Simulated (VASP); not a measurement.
Here is a VASP 6.6.1 calculation.

File INCAR:

```
SYSTEM = Re
PREC = Accurate
ENCUT = 520
EDIFF = 1E-6
ISMEAR = -1
SIGMA = 0.1
LREAL = .False.
LASPH = .True.
NELM = 60
ALGO = Normal
ISIF = 2
LWAVE = .False.
LCHARG = .False.
GGA = PS
NBANDS = 14
```

KPOINTS

```
regular mesh
0
Gamma
  11 11 11
  0 0 0
```

Contents of POSCAR:

```
Re
1.0
    0.0000000000      2.8702146672      2.8702146672
    2.8702146672      0.0000000000      2.8702146672
    2.8702146672      2.8702146672      0.0000000000
Re
2
Direct
    0.1250000000      0.1250000000      0.1250000000
    0.8750000000      0.8750000000      0.8750000000
```

Potentials or basis: VASP PAW PBE potentials, release 64 (Re).

Launch:

```console
$ cat potpaw_PBE.64/Re/POTCAR > POTCAR
$ mpirun -np 1 vasp_std > vasp.out
```

Predict the pressure.

-13.9 GPa.

Estimate the band gap on the k mesh.

zero (bands 7 and 8 overlap by 1.08 eV).

Caveat: the cell stands under tension; the PAW data sets were made with another functional, which shifts forces and pressure a little; spin-orbit coupling is left out, which moves the levels of the heavy elements.
